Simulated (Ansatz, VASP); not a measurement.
One calculation of SnSe, two programs

Contents of INCAR:

```
PREC = Accurate
ENCUT = 500
EDIFF = 1E-6
ISMEAR = 0
SIGMA = 0.01
LREAL = False
LASPH = True
NELM = 120
ALGO = Normal
ISIF = 2
LWAVE = False
LCHARG = False
GGA = PS
NBANDS = 17
GGA_COMPAT = False
```

KPOINTS

```
regular mesh
0
Gamma
  4 4 4
```

The input POSCAR:

```
SnSe
1.0
   -0.0317000000      3.1462600000      3.1421700000
    2.8932500000      0.0704700000      3.0400000000
    2.9226000000      3.0734300000      0.0411200000
Sn Se
1 1
Direct
    0.0092900000      0.9516900000      0.0730100000
    0.5029402085      0.5238862388      0.4917401640
```

Input for Ansatz:

```yaml
crystal:
  lattice:
    - [-0.0317, 3.14626, 3.14217]
    - [2.89325, 0.07047, 3.04]
    - [2.9226, 3.07343, 0.04112]
  atoms:
    - { symbol: Sn, position: [0.00929, 0.95169, 0.07301] }
    - { symbol: Se, position: [0.5029402085138684, 0.5238862388065916, 0.4917401639576811] }
basis:
  ecutwfc: 540.0
  xc_grid: 2
kpoints:
  mp_grid:
    grid: [4, 4, 4]
hamiltonian:
  xc: pbesol
scf:
  convergence:
    dr2_threshold: 1.0e-09
  occupations:
    method: fixed
output:
  forces: true
  stress: true
```

Alike in both runs: task single point; functional PBEsol; k mesh 4 × 4 × 4; no spin polarisation.

|  | VASP | Ansatz |
| --- | --- | --- |
| version | VASP 6.6.1 | Ansatz 0.2.0 |
| potentials or method | VASP PAW PBE potentials, release 64 (Sn_d, Se), cutoff 500 eV | plane waves, PAW |
| occupations | gaussian, width 0.01 eV | fixed |
| valence electrons in the cell | 20 | 30 |

```csv
,VASP,Ansatz,Ansatz less VASP
pressure (GPa),-2.0,-2.1,-0.03
"traceless stress, the component that is largest in VASP (GPa)",2.76,2.75,-0.005
rms of the force components (eV/Å),0.083,0.079,-0.0042
```

VASP's potentials were made for PBE, not for PBEsol. Atom by atom the forces differ by 0.004 eV/Å (rms over components). VASP's potentials hold 20 valence electrons a cell and Ansatz's 30, so a difference there can come from the potentials and not from the codes. Ansatz's warnings: stress scf threshold loose.

The k mesh is coarse, so the values compare programs but aren't converged.
